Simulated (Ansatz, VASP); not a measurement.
## One calculation of Ru, two programs

```xyz
2
Lattice="2.6775 0.0000 0.0000 -1.3388 2.3188 0.0000 0.0000 0.0000 4.2181" Properties=species:S:1:pos:R:3 pbc="T T T"
Ru    0.0000    1.5459    1.0545
Ru    1.3388    0.7729    3.1636
```

Alike in both runs: task single point; functional LDA; k mesh 13 × 13 × 8; occupations fermi-dirac, width 0.1 eV; no spin polarisation.

|  | VASP | Ansatz |
| --- | --- | --- |
| version | VASP 6.6.1 | Ansatz 0.2.0 |
| potentials or method | VASP PAW LDA potentials, release 64 (Ru_sv), cutoff 560 eV | plane waves (420 eV) with PAW, scalar-relativistic |
| valence electrons in the cell | 32 | 32 |

|  | VASP | Ansatz | Ansatz less VASP |
| --- | --- | --- | --- |
| pressure (GPa) | 0.6 | 0.0 | -0.56 |

Ansatz warns that its potentials were made for another functional, while VASP's fit it. LDA's correlation is that of Perdew and Zunger in VASP and of Perdew and Wang (1992) in Ansatz.
